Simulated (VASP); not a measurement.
# ZrCu2 (Cmcm) in VASP: single point with LDA

Aim: the single point of ZrCu2 with LDA.

Program: VASP 6.6.1. These are calculated values, not measurements. Logs are shortened: lines on timing, memory, paths and dates and some standing lists are left out, and cuts for length are marked.

**1. The cell of the first run**

It takes space group Cmcm (No. 63, orthorhombic). The conventional cell has a = 8.364 Å, b = 4.603 Å, c = 4.480 Å, α = 90.00°, β = 90.00°, γ = 90.00°. Zr (site symmetry m2m) has 10 Cu at 2.66 to 2.86 Å and 4 Zr at 3.07 to 3.36 Å within 3.5 Å. Cu (site symmetry m) has 7 Cu at 2.55 to 3.06 Å and 5 Zr at 2.66 to 2.86 Å within 3.4 Å.

**2. Single point, LDA**

Contents of INCAR:

```
SYSTEM = ZrCu2
PREC = Accurate
ENCUT = 520
EDIFF = 1E-7
ISMEAR = 0
SIGMA = 0.1
LREAL = .False.
LASPH = .True.
NELM = 100
ALGO = Normal
ISIF = 2
LWAVE = .False.
LCHARG = .False.
NBANDS = 43
```

Contents of KPOINTS:

```
regular mesh
0
Gamma
  10 10 8
  0 0 0
```

Contents of POSCAR:

```
ZrCu2
1.0
    4.1822179268     -2.3015169131      0.0000000000
    4.1822179268      2.3015169131      0.0000000000
    0.0000000000      0.0000000000      4.4800372486
Zr Cu
2 4
Direct
    0.2274680264      0.7725319736      0.7500000000
    0.7725319736      0.2274680264      0.2500000000
    0.8842245984      0.4814709393      0.7500000000
    0.5185290607      0.1157754016      0.7500000000
    0.4814709393      0.8842245984      0.2500000000
    0.1157754016      0.5185290607      0.2500000000
```

Potentials or basis: VASP PAW LDA potentials, release 64 (Zr_sv, Cu).

Started as:

```sh
> cat potpaw_LDA.64/Zr_sv/POTCAR potpaw_LDA.64/Cu/POTCAR > POTCAR
> mpirun -np 1 vasp_std > vasp.out
```

OUTCAR:

```text
SYSTEM = ZrCu2
   PREC = Accurate
   ENCUT = 520
   EDIFF = 1E-7
   ISMEAR = 0
   LREAL = .False.
   LASPH = .True.
   NELM = 100
   ISIF = 2

 ion  position               nearest neighbor table
   1  0.227  0.773  0.750-   3 2.66   4 2.66   3 2.66   4 2.66   6 2.73   5 2.73   6 2.73   5 2.73
                             3 2.86   4 2.86   2 3.07   2 3.07   2 3.36   2 3.36
   2  0.773  0.227  0.250-   5 2.66   6 2.66   5 2.66   6 2.66   4 2.73   3 2.73   4 2.73   3 2.73
                             6 2.86   5 2.86   1 3.07   1 3.07   1 3.36   1 3.36
   3  0.884  0.481  0.750-   6 2.55   6 2.55   4 2.56   4 2.56   1 2.66   1 2.66   2 2.73   2 2.73
                             1 2.86
   4  0.519  0.116  0.750-   5 2.55   5 2.55   3 2.56   3 2.56   1 2.66   1 2.66   2 2.73   2 2.73
                             1 2.86
   5  0.481  0.884  0.250-   4 2.55   4 2.55   6 2.56   6 2.56   2 2.66   2 2.66   1 2.73   1 2.73
                             2 2.86
   6  0.116  0.519  0.250-   3 2.55   3 2.55   5 2.56   5 2.56   2 2.66   2 2.66   1 2.73   1 2.73
                             2 2.86

  LATTYP: Found a base centered orthorhombic cell.
 ALAT       =     4.6030338262
 B/A-ratio  =     1.8171571554
 C/A-ratio  =     0.9732792366

  Lattice vectors:

 A1 = (  -4.1822179268,  -2.3015169131,   0.0000000000)
 A2 = (   4.1822179268,  -2.3015169131,   0.0000000000)
 A3 = (   0.0000000000,   0.0000000000,   4.4800372486)

Analysis of symmetry for initial positions (statically):
=====================================================================
 Subroutine PRICEL returns:
 Original cell was already a primitive cell.

 Routine SETGRP: Setting up the symmetry group for a
 base centered orthorhombic supercell.

 Subroutine GETGRP returns: Found  8 space group operations
 (whereof  4 operations were pure point group operations)
 out of a pool of  8 trial point group operations.

The static configuration has the point symmetry C_2h.
 The point group associated with its full space group is D_2h.

Analysis of symmetry for dynamics (positions and initial velocities):
=====================================================================
 Subroutine PRICEL returns:
 Original cell was already a primitive cell.

 Routine SETGRP: Setting up the symmetry group for a
 base centered orthorhombic supercell.

 Subroutine GETGRP returns: Found  8 space group operations
 (whereof  4 operations were pure point group operations)
 out of a pool of  8 trial point group operations.

The dynamic configuration has the point symmetry C_2h.
 The point group associated with its full space group is D_2h.

 Subroutine INISYM returns: Found  8 space group operations
 (whereof  4 operations are pure point group operations),
 and found     1 'primitive' translations

----------------------------------------------------------------------------------------

                                     Primitive cell

  volume of cell :      86.2447

  direct lattice vectors                    reciprocal lattice vectors
     4.182217927 -2.301516913  0.000000000     0.119553789 -0.217248023  0.000000000
     4.182217927  2.301516913  0.000000000     0.119553789  0.217248023  0.000000000
     0.000000000  0.000000000  4.480037249     0.000000000  0.000000000  0.223212430

  length of vectors
     4.773670170  4.773670170  4.480037249     0.247971394  0.247971394  0.223212430

  position of ions in fractional coordinates (direct lattice)
     0.227468026  0.772531974  0.750000000
     0.772531974  0.227468026  0.250000000
     0.884224598  0.481470939  0.750000000
     0.518529061  0.115775402  0.750000000
     0.481470939  0.884224598  0.250000000
     0.115775402  0.518529061  0.250000000

  ion indices of the primitive-cell ions
   primitive index   ion index
                 1           1
                 2           2
                 3           3
                 4           4
                 5           5
                 6           6

----------------------------------------------------------------------------------------

 KPOINTS: regular mesh

Automatic generation of k-mesh.
 Grid dimensions read from file:
 generate k-points for:   10   10    8

 Generating k-lattice:

  Cartesian coordinates                     Fractional coordinates (reciprocal lattice)
     0.011955379 -0.021724802  0.000000000     0.100000000  0.000000000  0.000000000
     0.011955379  0.021724802  0.000000000     0.000000000  0.100000000  0.000000000
     0.000000000  0.000000000  0.027901554     0.000000000  0.000000000  0.125000000

  Length of vectors
     0.024797139  0.024797139  0.027901554

  Shift w.r.t. Gamma in fractional coordinates (k-lattice)
     0.000000000  0.000000000  0.000000000

 Subroutine IBZKPT returns following result:
 ===========================================

 Found    155 irreducible k-points:

 Following reciprocal coordinates:
            Coordinates               Weight
  0.000000  0.000000  0.000000      1.000000
  0.100000  0.000000  0.000000      4.000000
  0.200000  0.000000  0.000000      4.000000
  0.300000  0.000000  0.000000      4.000000
  0.400000  0.000000  0.000000      4.000000
  0.500000  0.000000  0.000000      2.000000
[... 16 lines left out ...]
  0.300000  0.300000  0.000000      2.000000
  0.400000  0.300000  0.000000      4.000000
 [... further k-points ...]
   k-points           NKPTS =    155   k-points in BZ     NKDIM =    155   number of bands    NBANDS=     43
   number of dos      NEDOS =    301   number of ions     NIONS =      6
   total plane-waves  NPLWV =  46656
   dimension x,y,z NGX =    36 NGY =   36 NGZ =   36
   dimension x,y,z NGXF=    72 NGYF=   72 NGZF=   72
   ions per type =               2   4
   NGX,Y,Z   is equivalent  to a cutoff of  12.54, 12.54, 13.36 a.u.
   NGXF,Y,Z  is equivalent  to a cutoff of  25.07, 25.07, 26.72 a.u.
 SYSTEM =  ZrCu2
   PREC   = accura    normal or accurate (medium, high low for compatibility)
   ISTART =      0    job   : 0-new  1-cont  2-samecut
   ICHARG =      2    charge: 1-file 2-atom 10-const
   ISPIN  =      1    spin polarized calculation?
   LNONCOLLINEAR =      F non collinear calculations
   LSORBIT =      F    spin-orbit coupling
   LASPH  =      T    aspherical Exc in radial PAW
   ENCUT  =  520.0 eV  38.22 Ry    6.18 a.u.   8.88  8.88  8.33*2*pi/ulx,y,z
   NELM   =    100;   NELMIN=  2; NELMDL= -5     # of ELM steps
   EDIFF  = 0.1E-06   stopping-criterion for ELM
   LREAL  =      F    real-space projection
   EDIFFG = 0.1E-05   stopping-criterion for IOM
   NSW    =      0    number of steps for IOM
   IBRION =     -1    ionic relax: 0-MD 1-quasi-New 2-CG
   NFREE  =      0    steps in history (QN), initial steepest desc. (CG)
   ISIF   =      2    stress and relaxation
   ISYM   =      2    0-nonsym 1-usesym 2-fastsym
   POTIM  = 0.5000    time-step for ionic-motion
   TEBEG  =    0.0;   TEEND  =   0.0 temperature during run
   PSTRESS=    0.0 pullay stress
   NELECT =      68.0000    total number of electrons
   NUPDOWN=      -1.0000    fix difference up-down
   EMIN   =  10.00;   EMAX   =-10.00  energy-range for DOS
   EFERMI =   0.00;   METHOD = LEGACY
   ISMEAR =     0;   SIGMA  =   0.10  broadening in eV -4-tet -1-fermi 0-gaus
   EFERMI_NEDOS =   21; number of points for ismear=-14 and -15
   IALGO  =     38    algorithm
   IMIX   =      4    mixing-type and parameters
     AMIX     =   0.40;   BMIX     =  1.00
     AMIX_MAG =   1.60;   BMIX_MAG =  1.00
  volume/ion in A,a.u.               =      14.37        97.00
  Fermi-wavevector in a.u.,A,eV,Ry     =   1.512401  2.858024 31.121383  2.287357
  Thomas-Fermi vector in A             =   2.622330
   LORBIT       =      0    0 simple, 1 ext, 2 COOP (PROOUT), +10 PAW based schemes
   GGA     = CA    functional components
   LHFCALC =     F    Hartree Fock is set to
   AEXX    =    0.0000 exact exchange contribution
   IVDW    =     0    specifies the selected vdW correction
   LEPSILON=     F    determine dielectric tensor
   LRPA    =     F    only Hartree local field effects (RPA)
 non-spin polarized calculation
 Gauss-broadening in eV      SIGMA  =   0.10
  energy-cutoff  :      520.00
  volume of cell :       86.24
 maximum number of plane-waves:      2356
   NGX = 17   NGY = 17   NGZ = 17

 number of electron      68.0000037 magnetization

 Free energy of the ion-electron system (eV)
  ---------------------------------------------------
  ext. energy  EPLUGINS =         0.00000000
  ---------------------------------------------------
  free energy    TOTEN  =       -38.17821261 eV

  energy without entropy =      -38.17080132  energy(sigma->0) =      -38.17450696

 E-fermi :   9.3476     XC(G=0): -12.6738

 val. band max:        9.3369694349   @ k =   0.5000   0.0000   0.0000
 cond. band min:       9.3680747001   @ k =  -0.1000   0.1000   0.2500
 fundamental gap:      0.0311052653
 Fermi energy:         9.3475573492

 k-point     1 :       0.0000    0.0000    0.0000
  band No.  band energies     occupation
      1     -39.2707      2.00000
      2     -39.1607      2.00000
      3     -17.6741      2.00000
      4     -17.6659      2.00000
      5     -17.6482      2.00000
      6     -17.5270      2.00000
[... 35 lines left out ...]
     42      14.3607      0.00000
     43      14.5867      0.00000

 k-point     2 :       0.1000    0.0000    0.0000
  band No.  band energies     occupation
      1     -39.2686      2.00000
      2     -39.1627      2.00000
      3     -17.6649      2.00000
      4     -17.6565      2.00000
      5     -17.6465      2.00000
      6     -17.5300      2.00000
[... 35 lines left out ...]
     42      13.9101      0.00000
     43      14.4498      0.00000

 k-point     3 :       0.2000    0.0000    0.0000
  band No.  band energies     occupation
      1     -39.2627      2.00000
      2     -39.1683      2.00000
      3     -17.6418      2.00000
      4     -17.6386      2.00000
      5     -17.6289      2.00000
      6     -17.5383      2.00000
[... 919 lines left out ...]
      6     -17.5264      2.00000
[... 35 lines left out ...]
     42      13.4436      0.00000
     43      14.5215      0.00000

 k-point    24 :       0.4000    0.3000    0.0000
  band No.  band energies     occupation
      1     -39.2673      2.00000
      2     -39.1627      2.00000
      3     -17.6756      2.00000
      4     -17.6642      2.00000
      5     -17.6574      2.00000
      6     -17.5287      2.00000
[... 35 lines left out ...]
     42      13.2956      0.00000
     43      14.7419      0.00000

 [... further k-points ...]
[... 5 lines left out ...]
  --------------------------------------------------------------------------------------
  -------------------------------------------------------------------------------------
  Total        0.3462476      0.2745303      0.2432626      0.0000000      0.0000000      0.0000000
  in kB        6.4322793      5.0999794      4.5191167      0.0000000      0.0000000      0.0000000
  external PRESSURE =       5.3504585 kB  Pullay stress =       0.0000000 kB

 VOLUME and BASIS-vectors are now :
 -----------------------------------------------------------------------------
  energy-cutoff  :      520.00
  volume of cell :       86.24
      direct lattice vectors                 reciprocal lattice vectors
     4.182217927 -2.301516913  0.000000000     0.119553789 -0.217248023  0.000000000
     4.182217927  2.301516913  0.000000000     0.119553789  0.217248023  0.000000000
     0.000000000  0.000000000  4.480037249     0.000000000  0.000000000  0.223212430

 POSITION                                       TOTAL-FORCE (eV/Angst)
 -----------------------------------------------------------------------------------
      4.18222      1.25447      3.36003         0.000000      0.012912      0.000000
      4.18222     -1.25447      1.12001         0.000000     -0.012912      0.000000
      5.71164     -0.92694      3.36003        -0.003531     -0.000785     -0.000000
      2.65280     -0.92694      3.36003         0.003531     -0.000785     -0.000000
      5.71164      0.92694      1.12001        -0.003531      0.000785      0.000000
      2.65280      0.92694      1.12001         0.003531      0.000785      0.000000
 -----------------------------------------------------------------------------------
    total drift:                                0.000000     -0.000000      0.000000

  FREE ENERGIE OF THE ION-ELECTRON SYSTEM (eV)
  ---------------------------------------------------
  free  energy   TOTEN  =       -38.1782126051 eV

  energy  without entropy=      -38.1708013226  energy(sigma->0) =      -38.17450696
```

Wall time 9 min (1 thread of Intel Xeon Platinum 8488C (Sapphire Rapids), shared host); peak memory 0.51 GiB.

What came out:

- Free energy: -38.1782 eV
- Pressure: 0.5 GPa
- Largest force: 0.013 eV/Å
- Band gap on the k mesh: zero (bands 34 and 35 overlap by 0.26 eV)

Forces on the atoms (eV/Å):
```
Zr   0.000  0.013  0.000
Zr   0.000 -0.013  0.000
Cu  -0.004 -0.001  0.000
Cu   0.004 -0.001  0.000
Cu  -0.004  0.001  0.000
Cu   0.004  0.001  0.000
```

Stress tensor (GPa, compression positive):
```
0.64 0.00 0.00
0.00 0.51 0.00
0.00 0.00 0.45
```

Levels at points of the mesh, in eV from the Fermi level:
| k point | band 32 | band 33 | band 34 | band 35 | band 36 | band 37 |
| --- | --- | --- | --- | --- | --- | --- |
| (0.00, 0.00, 0.00) | -2.02 | -0.82 | -0.12 | 0.98 | 1.09 | 1.17 |
| (0.50, 0.00, 0.00) | -1.54 | -0.18 | -0.01 | 0.81 | 0.84 | 0.97 |
| (0.50, 0.50, 0.00) | -2.68 | -0.60 | -0.44 | 0.90 | 0.98 | 1.96 |
| (0.00, 0.00, 0.50) | -1.06 | -0.91 | -0.91 | 0.10 | 0.10 | 0.74 |
| (0.50, 0.00, 0.50) | -2.15 | -0.49 | -0.49 | 0.37 | 0.37 | 0.85 |
| (0.50, 0.50, 0.50) | -2.33 | -0.17 | -0.17 | 0.98 | 0.98 | 1.74 |

The gap in the log of VASP goes by the Fermi energy; the results here count the filled bands.